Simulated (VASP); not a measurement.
A run of VASP 6.6.1 is set up as follows.

INCAR

```
SYSTEM = VPt
  PREC = Accurate
  ENCUT = 520
  EDIFF = 1E-6
  ISMEAR = -1
  SIGMA = 0.15
  LREAL = .FALSE.
  LASPH = .TRUE.
  NELM = 80
  ALGO = Fast
  ISIF = 2
  LWAVE = .FALSE.
  LCHARG = .FALSE.
  NBANDS = 18
```

KPOINTS

```
Automatic mesh
0
G
  16 16 12
  0 0 0
```

Contents of POSCAR:

```
VPt
1.0
    2.6375224454      0.0000000000      0.0000000000
    0.0000000000      2.6375224454      0.0000000000
    0.0000000000      0.0000000000      3.8037782096
V Pt
1 1
Direct
    0.5000000000      0.5000000000      0.5000000000
    0.0000000000      0.0000000000      0.0000000000
```

Potentials or basis: VASP PAW LDA potentials, release 64 (V_sv, Pt).

Command:

```bash
$ cat potpaw_LDA.64/V_sv/POTCAR potpaw_LDA.64/Pt/POTCAR > POTCAR
$ mpirun -np 1 vasp_std > vasp.out
```

(1) Predict the pressure.

(2) What does it give for the band gap on the k mesh?

Results:

(1) 6.8 GPa.

(2) zero (an odd number of electrons rules out a gap without spin polarisation).

Caveat: the cell stands under pressure; spin-orbit coupling is left out, which moves the levels of the heavy elements.
